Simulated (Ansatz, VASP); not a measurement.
**Two plane-wave programs on Co**

Contents of INCAR:

```
SYSTEM = Co
ALGO = Normal ; EDIFF = 1E-6
ENCUT = 520 ; GGA = PE
ISIF = 2 ; ISMEAR = -1
ISPIN = 2 ; LASPH = .True.
LCHARG = .False. ; LMAXMIX = 4
LORBIT = 11 ; LREAL = .False.
LWAVE = .False. ; MAGMOM = 1.826
NBANDS = 14 ; NELM = 150
PREC = Accurate ; SIGMA = 0.1
```

File KPOINTS:

```
k-points
0
Gamma
  8 8 8
  0 0 0
```

The input POSCAR:

```
Co
1.0
   -1.4058358652      1.4058358652      1.4058358652
    1.4058358652     -1.4058358652      1.4058358652
    1.4058358652      1.4058358652     -1.4058358652
Co
1
Direct
    0.0000000000      0.0000000000      0.0000000000
```

Input for Ansatz:

```yaml
crystal:
  lattice:
    - [-1.4058358652, 1.4058358652, 1.4058358652]
    - [1.4058358652, -1.4058358652, 1.4058358652]
    - [1.4058358652, 1.4058358652, -1.4058358652]
  atoms:
    - { symbol: Co, position: [0.0, 0.0, 0.0], spin: 1.826 }
hamiltonian:
  xc: pbe
  pseudopotentials:
    kind: paw
    azcp:
      Co: "pseudopotentials/Co.paw.azcp"
basis:
  ecutwfc: 420
  fft_grid_basis: typed
kpoints:
  mp_grid: { grid: [8, 8, 8], shift: [0, 0, 0] }
magnetization:
  spin_polarized: true
scf:
  occupations: { method: fermi_dirac, width: 0.1 }
```

Alike in both runs: task single point; functional PBE; k mesh 8 × 8 × 8; occupations fermi-dirac, width 0.1 eV; collinear spin.

```csv
,VASP,Ansatz
version,VASP 6.6.1,Ansatz 0.2.0
potentials or method,"VASP PAW PBE potentials, release 64 (Co), cutoff 520 eV","plane waves (420 eV) with PAW, scalar-relativistic"
valence electrons in the cell,9,17
```

|  | VASP | Ansatz | Ansatz less VASP |
| --- | --- | --- | --- |
| net moment per atom (μB) | 1.80 | 1.80 | +0.006 |
| size of the moment on the site where the two differ most (μB) | 1.81 | 1.86 | +0.049 |

Site moments also hang on the region over which each program counts them. VASP's potentials hold 9 valence electrons a cell and Ansatz's 17, so a difference there can come from the potentials and not from the codes.

The k mesh is coarse, so the values compare programs but aren't converged.
